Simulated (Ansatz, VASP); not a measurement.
## Two plane-wave programs on ZnS

```
Zn S
1.0
     3.94637    0.00000    0.00000
    -1.97319    3.41766    0.00000
     0.00000    0.00000    5.88005
Zn S
2 2
Direct
  0.33333 0.66667 0.25000
  0.66667 0.33333 0.75000
  0.66667 0.33333 0.25000
  0.33333 0.66667 0.75000
```

Alike in both runs: task single point; functional r2SCAN; k mesh 6 × 6 × 4; no spin polarisation.

```csv
,VASP,Ansatz
version,VASP 6.6.1,Ansatz 0.2.0
potentials or method,"VASP PAW PBE potentials, release 64 (Zn, S)","plane waves, PAW"
plane-wave cutoff (eV),520,500
occupations,"gaussian, width 0.01 eV",fixed
valence electrons in the cell,36,36
```

```tsv
	VASP	Ansatz	Ansatz less VASP
gap on the k mesh at the Fermi level (eV)	1.95	1.95	0.000
pressure (GPa)	0.0	0.0	-0.05
```

VASP's potentials were made for PBE, not for r2SCAN.
